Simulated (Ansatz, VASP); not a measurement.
# One calculation of Os, two programs

```
Os
1.0
     2.72717    0.00000    0.00000
    -1.36359    2.36180    0.00000
     0.00000    0.00000    4.31309
Os
2
Direct
  0.33333 0.66667 0.25000
  0.66667 0.33333 0.75000
```

Alike in both runs: functional PBEsol; k mesh 18 × 18 × 10; occupations gaussian, width 0.1 eV; no spin polarisation.

Ansatz relaxed the structure, and its values are those at the end. VASP's run is a single point on that final structure, the one shown.

|  | VASP | Ansatz |
| --- | --- | --- |
| version | VASP 6.6.1 | Ansatz 0.2.0 |
| potentials or method | VASP PAW PBE potentials, release 64 (Os), cutoff 520 eV | scalar-relativistic, plane waves, PAW |
| valence electrons in the cell | 16 | 32 |

```tsv
	VASP	Ansatz	Ansatz less VASP
gap on the k mesh at the Fermi level (eV)	none	none	-
pressure (GPa)	0.5	0.0	-0.43
```

VASP's potentials were made for PBE, not for PBEsol. A gap of «none» marks a metal or a gap that the smearing closes. VASP's potentials hold 16 valence electrons a cell and Ansatz's 32, so a difference there can come from the potentials and not from the codes.

Spin-orbit coupling is off throughout.
